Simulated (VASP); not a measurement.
The system is KZnF3.

```xyz
5
Lattice="4.0500 0.0000 0.0000 0.0000 4.0500 0.0000 0.0000 0.0000 4.0500" Properties=species:S:1:pos:R:3 pbc="T T T"
K     0.0000    0.0000    0.0000
Zn    2.0250    2.0250    2.0250
F     2.0250    2.0250    0.0000
F     0.0000    2.0250    2.0250
F     2.0250    0.0000    2.0250
```

* Program: VASP 6.6.1
* Task: relaxation of volume and atoms at fixed shape
* Functional: PBE
* Potentials or basis: VASP PAW PBE potentials, release 64 (K_sv, Zn, F)
* Cutoff: 600 eV
* k mesh: 6 × 6 × 6
* Occupations: fermi-dirac, width 0.01 eV
* Spin: no spin polarisation

At the start: pressure 4.8 GPa; volume 13.29 Å³/atom.

Q: Where does the relaxation end?

A: Over 3 steps the energy falls by 11.6 meV/atom and the volume is 14.11 Å³/atom (+6.2 %); space group Pm-3m (No. 221, to 0.1 Å) before and after.

The path:
```csv
step,energy change (eV),largest force (eV/Å),pressure (GPa),volume (Å³)
1,0.0000,0.0000,4.78,66.43
2,-0.0579,0.0000,0.21,70.32
3,-0.0580,0.0000,-0.01,70.53
```

Final structure:
```yaml
crystal:
  lattice:
    - [4.13159, 0.00000, 0.00000]
    - [0.00000, 4.13159, 0.00000]
    - [0.00000, 0.00000, 4.13159]
  atoms:
    - { symbol: K, position: [0.00000, 0.00000, 0.00000] }
    - { symbol: Zn, position: [0.50000, 0.50000, 0.50000] }
    - { symbol: F, position: [0.50000, 0.50000, 0.00000] }
    - { symbol: F, position: [0.00000, 0.50000, 0.50000] }
    - { symbol: F, position: [0.50000, 0.00000, 0.50000] }
```
